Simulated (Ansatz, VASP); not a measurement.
# BN in VASP and in Ansatz

```xyz
2
Lattice="0.0000 1.7284 1.7284 1.7284 0.0000 1.7284 1.7284 1.7284 0.0000" Properties=species:S:1:pos:R:3 pbc="T T T"
B     0.0000    0.0000    0.0000
N     1.7284    1.7284    1.7284
```

Change from the starting cell: hydrostatic strain -1.0%.

Alike in both runs: task single point; functional HSE06; k mesh 8 × 8 × 8; no spin polarisation.

|  | VASP | Ansatz |
| --- | --- | --- |
| version | VASP 6.6.1 | Ansatz 0.2.0 |
| potentials or method | VASP PAW PBE potentials, release 64 (B, N) | plane waves, PAW |
| plane-wave cutoff (eV) | 520 | 420 |
| occupations | gaussian, width 0.01 eV | fixed |
| valence electrons in the cell | 8 | 8 |

|  | VASP | Ansatz | Ansatz less VASP |
| --- | --- | --- | --- |
| gap on the k mesh at the Fermi level (eV) | 2.58 | 2.60 | +0.011 |
| pressure (GPa) | 4.5 | 4.2 | -0.33 |

Ansatz's warnings: stress exchange threshold loose, stress scf threshold loose.
